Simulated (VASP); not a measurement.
# HfBr (Pm-3m) in VASP: notebook

The runs below take HfBr through relaxation of cell and atoms, single point, with PBE.

Program: VASP 6.6.1. These are calculated values, not measurements. Logs are shortened: lines on timing, memory, paths and dates and some standing lists are left out, and cuts for length are marked.

### 1 The cell of the first run

The structure is cubic, space group Pm-3m (No. 221). Conventional cell: a = 3.661 Å, b = 3.661 Å, c = 3.661 Å, α = 90.00°, β = 90.00°, γ = 90.00°. Within 4.2 Å of Hf (site symmetry m-3m) lie 8 Br at 3.17 Å and 6 Hf at 3.66 Å. Within 4.2 Å of Br (site symmetry m-3m) lie 8 Hf at 3.17 Å and 6 Br at 3.66 Å.

### 2 Relaxation of cell and atoms, PBE

File INCAR:

```
PREC     = Accurate       # precision mode
ENCUT    = 600            # plane-wave cutoff, eV
EDIFF    = 1E-6           # SCF threshold, eV
ISMEAR   = 0              # smearing method
SIGMA    = 0.1            # smearing width, eV
LREAL    = F              # projectors in reciprocal space
LASPH    = T              # aspherical terms in the spheres
NELM     = 100            # most SCF steps
ALGO     = Normal         # electronic algorithm
ISIF     = 3              # what is computed and relaxed
LWAVE    = F              # write WAVECAR
LCHARG   = F              # write CHGCAR
GGA      = PE             # functional
IBRION   = 2              # ionic algorithm
NSW      = 90             # ionic steps
EDIFFG   = -0.04          # ionic threshold
```

File KPOINTS:

```
regular mesh
0
Gamma
  6 6 6
```

File POSCAR:

```
HfBr
1.0
    3.6607809000      0.0000000000      0.0000000000
    0.0000000000      3.6607809000      0.0000000000
    0.0000000000      0.0000000000      3.6607809000
Hf Br
1 1
Direct
    0.5000000000      0.5000000000      0.5000000000
    0.0000000000      0.0000000000      0.0000000000
```

Potentials or basis: VASP PAW PBE potentials, release 64 (Hf_pv, Br).

On the command line:

```
$ cat potpaw_PBE.64/Hf_pv/POTCAR potpaw_PBE.64/Br/POTCAR > POTCAR
$ mpirun -np 1 vasp_std > vasp.out
```

OUTCAR:

```text
PREC = Accurate
   ENCUT = 600
   EDIFF = 1E-6
   ISMEAR = 0
   LREAL = F
   LASPH = T
   NELM = 100
   ISIF = 3
   GGA = PE
   IBRION = 2
   NSW = 90
   EDIFFG = -0.04

 ion  position               nearest neighbor table
   1  0.500  0.500  0.500-   2 3.17   2 3.17   2 3.17   2 3.17   2 3.17   2 3.17   2 3.17   2 3.17

   2  0.000  0.000  0.000-   1 3.17   1 3.17   1 3.17   1 3.17   1 3.17   1 3.17   1 3.17   1 3.17

  LATTYP: Found a simple cubic cell.
 ALAT       =     3.6607809000

  Lattice vectors:

 A1 = (   3.6607809000,   0.0000000000,   0.0000000000)
 A2 = (   0.0000000000,   3.6607809000,   0.0000000000)
 A3 = (   0.0000000000,   0.0000000000,   3.6607809000)

Analysis of symmetry for initial positions (statically):
=====================================================================
 Subroutine PRICEL returns:
 Original cell was already a primitive cell.

 Routine SETGRP: Setting up the symmetry group for a
 simple cubic supercell.

 Subroutine GETGRP returns: Found 48 space group operations
 (whereof 48 operations were pure point group operations)
 out of a pool of 48 trial point group operations.

The static configuration has the point symmetry O_h .

Analysis of symmetry for dynamics (positions and initial velocities):
=====================================================================
 Subroutine PRICEL returns:
 Original cell was already a primitive cell.

 Routine SETGRP: Setting up the symmetry group for a
 simple cubic supercell.

 Subroutine GETGRP returns: Found 48 space group operations
 (whereof 48 operations were pure point group operations)
 out of a pool of 48 trial point group operations.

The dynamic configuration has the point symmetry O_h .

 Subroutine INISYM returns: Found 48 space group operations
 (whereof 48 operations are pure point group operations),
 and found     1 'primitive' translations

----------------------------------------------------------------------------------------

                                     Primitive cell

  volume of cell :      49.0593

  direct lattice vectors                    reciprocal lattice vectors
     3.660780900  0.000000000  0.000000000     0.273165761  0.000000000  0.000000000
     0.000000000  3.660780900  0.000000000     0.000000000  0.273165761  0.000000000
     0.000000000  0.000000000  3.660780900     0.000000000  0.000000000  0.273165761

  length of vectors
     3.660780900  3.660780900  3.660780900     0.273165761  0.273165761  0.273165761

  position of ions in fractional coordinates (direct lattice)
     0.500000000  0.500000000  0.500000000
     0.000000000  0.000000000  0.000000000

  ion indices of the primitive-cell ions
   primitive index   ion index
                 1           1
                 2           2

----------------------------------------------------------------------------------------

 KPOINTS: regular mesh

Automatic generation of k-mesh.
 Grid dimensions read from file:
 generate k-points for:    6    6    6

 Generating k-lattice:

  Cartesian coordinates                     Fractional coordinates (reciprocal lattice)
     0.045527627  0.000000000  0.000000000     0.166666667  0.000000000  0.000000000
     0.000000000  0.045527627  0.000000000     0.000000000  0.166666667  0.000000000
     0.000000000  0.000000000  0.045527627     0.000000000  0.000000000  0.166666667

  Length of vectors
     0.045527627  0.045527627  0.045527627

  Shift w.r.t. Gamma in fractional coordinates (k-lattice)
     0.000000000  0.000000000  0.000000000

 Subroutine IBZKPT returns following result:
 ===========================================

 Found     20 irreducible k-points:

 Following reciprocal coordinates:
            Coordinates               Weight
  0.000000  0.000000  0.000000      1.000000
  0.166667  0.000000  0.000000      6.000000
  0.333333  0.000000  0.000000      6.000000
  0.500000  0.000000  0.000000      3.000000
  0.166667  0.166667  0.000000     12.000000
  0.333333  0.166667  0.000000     24.000000
[... 12 lines left out ...]
  0.500000  0.500000  0.333333      6.000000
  0.500000  0.500000  0.500000      1.000000
   k-points           NKPTS =     20   k-points in BZ     NKDIM =     20   number of bands    NBANDS=     12
   number of dos      NEDOS =    301   number of ions     NIONS =      2
   total plane-waves  NPLWV =  27000
   dimension x,y,z NGX =    30 NGY =   30 NGZ =   30
   dimension x,y,z NGXF=    60 NGYF=   60 NGZF=   60
   ions per type =               1   1
   NGX,Y,Z   is equivalent  to a cutoff of  13.62, 13.62, 13.62 a.u.
   NGXF,Y,Z  is equivalent  to a cutoff of  27.25, 27.25, 27.25 a.u.
 SYSTEM =  unknown system
   PREC   = accura    normal or accurate (medium, high low for compatibility)
   ISTART =      0    job   : 0-new  1-cont  2-samecut
   ICHARG =      2    charge: 1-file 2-atom 10-const
   ISPIN  =      1    spin polarized calculation?
   LNONCOLLINEAR =      F non collinear calculations
   LSORBIT =      F    spin-orbit coupling
   LASPH  =      T    aspherical Exc in radial PAW
   ENCUT  =  600.0 eV  44.10 Ry    6.64 a.u.   7.31  7.31  7.31*2*pi/ulx,y,z
   NELM   =    100;   NELMIN=  2; NELMDL= -5     # of ELM steps
   EDIFF  = 0.1E-05   stopping-criterion for ELM
   LREAL  =      F    real-space projection
   EDIFFG = -.4E-01   stopping-criterion for IOM
   NSW    =     90    number of steps for IOM
   IBRION =      2    ionic relax: 0-MD 1-quasi-New 2-CG
   NFREE  =      1    steps in history (QN), initial steepest desc. (CG)
   ISIF   =      3    stress and relaxation
   ISYM   =      2    0-nonsym 1-usesym 2-fastsym
   POTIM  = 0.5000    time-step for ionic-motion
   TEBEG  =    0.0;   TEEND  =   0.0 temperature during run
   PSTRESS=    0.0 pullay stress
   NELECT =      17.0000    total number of electrons
   NUPDOWN=      -1.0000    fix difference up-down
   EMIN   =  10.00;   EMAX   =-10.00  energy-range for DOS
   EFERMI =   0.00;   METHOD = LEGACY
   ISMEAR =     0;   SIGMA  =   0.10  broadening in eV -4-tet -1-fermi 0-gaus
   EFERMI_NEDOS =   21; number of points for ismear=-14 and -15
   IALGO  =     38    algorithm
   IMIX   =      4    mixing-type and parameters
     AMIX     =   0.40;   BMIX     =  1.00
     AMIX_MAG =   1.60;   BMIX_MAG =  1.00
  volume/ion in A,a.u.               =      24.53       165.53
  Fermi-wavevector in a.u.,A,eV,Ry     =   1.149875  2.172949 17.989802  1.322213
  Thomas-Fermi vector in A             =   2.286542
   LORBIT       =      0    0 simple, 1 ext, 2 COOP (PROOUT), +10 PAW based schemes
   GGA     = PE    functional components
   LHFCALC =     F    Hartree Fock is set to
   AEXX    =    0.0000 exact exchange contribution
   IVDW    =     0    specifies the selected vdW correction
   LEPSILON=     F    determine dielectric tensor
   LRPA    =     F    only Hartree local field effects (RPA)
 conjugate gradient relaxation of ions
 non-spin polarized calculation
 Gauss-broadening in eV      SIGMA  =   0.10
  energy-cutoff  :      600.00
  volume of cell :       49.06
 maximum number of plane-waves:      1662
 NGX is ok and might be reduce to    30
   NGX = 15   NGY = 15   NGZ = 15

--------------------------------------- Ionic step        1  -------------------------------------------

 number of electron      17.0000006 magnetization

 Free energy of the ion-electron system (eV)
  ---------------------------------------------------
  ext. energy  EPLUGINS =         0.00000000
  ---------------------------------------------------
  free energy    TOTEN  =       -10.87628048 eV

  energy without entropy =      -10.85875341  energy(sigma->0) =      -10.86751695

 E-fermi :   5.5727     XC(G=0): -10.3160

 val. band max:        5.5589190765   @ k =   0.3333   0.3333   0.0000
 cond. band min:       5.5803967863   @ k =   0.5000   0.3333   0.0000
 fundamental gap:      0.0214777098
 Fermi energy:         5.5727018513

 k-point     1 :       0.0000    0.0000    0.0000
  band No.  band energies     occupation
      1     -26.6223      2.00000
      2     -26.6223      2.00000
      3     -26.6223      2.00000
      4     -12.2990      2.00000
      5       0.8890      2.00000
      6       0.8890      2.00000
      7       0.8890      2.00000
      8       2.8039      2.00000
      9       3.7235      2.00000
     10       3.7235      2.00000
     11       7.3608      0.00000
     12       7.3608      0.00000

 k-point     2 :       0.1667    0.0000    0.0000
  band No.  band energies     occupation
      1     -26.6466      2.00000
      2     -26.6202      2.00000
      3     -26.6202      2.00000
      4     -12.1939      2.00000
      5      -0.4872      2.00000
      6       0.8499      2.00000
      7       0.8499      2.00000
      8       3.7996      2.00000
      9       3.8885      2.00000
     10       4.7860      2.00000
     11       7.4390      0.00000
     12       7.4412      0.00000
[... 326 lines left out ...]
 POSITION                                       TOTAL-FORCE (eV/Angst)
 -----------------------------------------------------------------------------------
      1.72250      1.72250      1.72250         0.000000      0.000000      0.000000
      0.00000      0.00000      0.00000        -0.000000      0.000000      0.000000
 -----------------------------------------------------------------------------------
    total drift:                                0.000000      0.000000      0.000000

  FREE ENERGIE OF THE ION-ELECTRON SYSTEM (eV)
  ---------------------------------------------------
  free  energy   TOTEN  =       -11.0925346810 eV

  energy  without entropy=      -11.0664363275  energy(sigma->0) =      -11.07948550

--------------------------------------- Ionic step        3  -------------------------------------------

 number of electron      17.0000003 magnetization

 Free energy of the ion-electron system (eV)
  ---------------------------------------------------
  ext. energy  EPLUGINS =         0.00000000
  ---------------------------------------------------
  free energy    TOTEN  =       -11.09289075 eV

  energy without entropy =      -11.06722748  energy(sigma->0) =      -11.08005912

 E-fermi :   7.4637     XC(G=0): -11.1234

 val. band max:        7.4309640270   @ k =   0.3333   0.1667   0.1667
 cond. band min:       7.4643988395   @ k =   0.3333   0.0000   0.0000
 fundamental gap:      0.0334348125
 Fermi energy:         7.4637062850

 k-point     1 :       0.0000    0.0000    0.0000
  band No.  band energies     occupation
      1     -24.4436      2.00000
      2     -24.4436      2.00000
      3     -24.4436      2.00000
      4     -11.6890      2.00000
      5       2.1374      2.00000
      6       2.1374      2.00000
      7       2.1374      2.00000
      8       4.7850      2.00000
      9       4.7850      2.00000
     10       5.1048      2.00000
     11       9.4341      0.00000
     12       9.4341      0.00000

 k-point     2 :       0.1667    0.0000    0.0000
  band No.  band energies     occupation
      1     -24.4958      2.00000
      2     -24.4389      2.00000
      3     -24.4389      2.00000
      4     -11.5188      2.00000
      5       0.4867      2.00000
      6       2.0614      2.00000
      7       2.0614      2.00000
      8       5.0015      2.00000
      9       5.5726      2.00000
     10       6.7836      2.00000
     11       9.5467      0.00000
     12       9.5564      0.00000
[... 290 lines left out ...]
 POSITION                                       TOTAL-FORCE (eV/Angst)
 -----------------------------------------------------------------------------------
      1.72681      1.72681      1.72681         0.000000      0.000000      0.000000
      0.00000      0.00000      0.00000        -0.000000      0.000000      0.000000
 -----------------------------------------------------------------------------------
    total drift:                                0.000000      0.000000      0.000000

  FREE ENERGIE OF THE ION-ELECTRON SYSTEM (eV)
  ---------------------------------------------------
  free  energy   TOTEN  =       -11.0928907520 eV

  energy  without entropy=      -11.0672274814  energy(sigma->0) =      -11.08005912

 reached required accuracy - stopping structural energy minimisation
```

Wall time 16 s (1 thread of Intel Xeon 6975P-C (Granite Rapids), shared host); peak memory 0.18 GiB.

Results:

- Free energy: -11.0929 eV
- Relaxed volume: 20.60 Å³/atom
- Relaxed cell: a = 3.454 Å, b = 3.454 Å, c = 3.454 Å, α = 90.00°, β = 90.00°, γ = 90.00°
- Space group after relaxing (to 0.05 Å): Pm-3m (No. 221)
- Energy gained by relaxing: 108.3 meV/atom
- Ionic steps: 3
- Pressure after relaxing: -0.1 GPa

Step by step:
| step | energy change (eV) | largest force (eV/Å) | pressure (GPa) | volume (Å³) |
| --- | --- | --- | --- | --- |
| 1 | 0.0000 | 0.0000 | -7.98 | 49.06 |
| 2 | -0.2163 | 0.0000 | 0.45 | 40.89 |
| 3 | -0.2166 | 0.0000 | -0.07 | 41.19 |

Final structure:
```
CELL_PARAMETERS angstrom
3.45362 0.00000 0.00000
0.00000 3.45362 0.00000
0.00000 0.00000 3.45362
ATOMIC_POSITIONS crystal
Hf 0.50000 0.50000 0.50000
Br 0.00000 0.00000 0.00000
```

Caveat: the volume moved by over 15 % at a fixed basis, so the end points are rough; spin-orbit coupling is left out, which moves the levels of the heavy elements; an odd number of electrons without spin polarisation forces a metal; a magnetic or distorted state may lie lower.

### 3 Single point, PBE

This run uses another cell than the first one, of 20.63 Å³/atom, 0.841 times its volume.

File INCAR:

```
ALGO = Normal
EDIFF = 1E-7
ENCUT = 520
GGA = PE
ISIF = 2
ISMEAR = 0
LASPH = T
LCHARG = F
LREAL = F
LWAVE = F
NBANDS = 16
NELM = 60
PREC = Accurate
SIGMA = 0.1
```

File KPOINTS:

```
k-points
0
Gamma
  16 16 16
```

File POSCAR:

```
HfBr
1.0
    3.4556344869      0.0000000000      0.0000000000
    0.0000000000      3.4556344869      0.0000000000
    0.0000000000      0.0000000000      3.4556344869
Hf Br
1 1
Direct
    0.5000000000      0.5000000000      0.5000000000
    0.0000000000      0.0000000000      0.0000000000
```

Potentials or basis: VASP PAW PBE potentials, release 64 (Hf_pv, Br).

On the command line:

```
$ cat potpaw_PBE.64/Hf_pv/POTCAR potpaw_PBE.64/Br/POTCAR > POTCAR
$ mpirun -np 1 vasp_std > vasp.out
```

OUTCAR:

```text
EDIFF = 1E-7
   ENCUT = 520
   GGA = PE
   ISIF = 2
   ISMEAR = 0
   LASPH = T
   LREAL = F
   NELM = 60
   PREC = Accurate

 ion  position               nearest neighbor table
   1  0.500  0.500  0.500-   2 2.99   2 2.99   2 2.99   2 2.99   2 2.99   2 2.99   2 2.99   2 2.99

   2  0.000  0.000  0.000-   1 2.99   1 2.99   1 2.99   1 2.99   1 2.99   1 2.99   1 2.99   1 2.99

  LATTYP: Found a simple cubic cell.
 ALAT       =     3.4556344869

  Lattice vectors:

[... 641 lines left out ...]

 [... further k-points ...]

------------------------ aborting loop because EDIFF is reached ----------------------------------------

  FORCE on cell =-STRESS in cart. coord.  units (eV):
  Direction    XX          YY          ZZ          XY          YZ          ZX
  --------------------------------------------------------------------------------------
  -------------------------------------------------------------------------------------
  Total       -0.1320950     -0.1320950     -0.1320950      0.0000000      0.0000000     -0.0000000
  in kB       -5.1287723     -5.1287723     -5.1287723      0.0000000      0.0000000     -0.0000000
  external PRESSURE =      -5.1287723 kB  Pullay stress =       0.0000000 kB

 VOLUME and BASIS-vectors are now :
 -----------------------------------------------------------------------------
  energy-cutoff  :      520.00
  volume of cell :       41.27
      direct lattice vectors                 reciprocal lattice vectors
     3.455634487  0.000000000  0.000000000     0.289382457  0.000000000  0.000000000
     0.000000000  3.455634487  0.000000000     0.000000000  0.289382457  0.000000000
     0.000000000  0.000000000  3.455634487     0.000000000  0.000000000  0.289382457

 POSITION                                       TOTAL-FORCE (eV/Angst)
 -----------------------------------------------------------------------------------
      1.72782      1.72782      1.72782         0.000000      0.000000      0.000000
      0.00000      0.00000      0.00000         0.000000      0.000000      0.000000
 -----------------------------------------------------------------------------------
    total drift:                                0.000000      0.000000      0.000000

  FREE ENERGIE OF THE ION-ELECTRON SYSTEM (eV)
  ---------------------------------------------------
  free  energy   TOTEN  =       -11.1129562275 eV

  energy  without entropy=      -11.0987044903  energy(sigma->0) =      -11.10583036
```

Run time: 49 s. Hardware: 1 thread of Intel Xeon 6975P-C (Granite Rapids), shared host; peak memory 0.24 GiB.

Results:

```yaml
Free_energy: -11.1130 eV
Pressure: -0.5 GPa
```

Caveat: spin-orbit coupling is left out, which moves the levels of the heavy elements; an odd number of electrons without spin polarisation forces a metal; a magnetic or distorted state may lie lower.
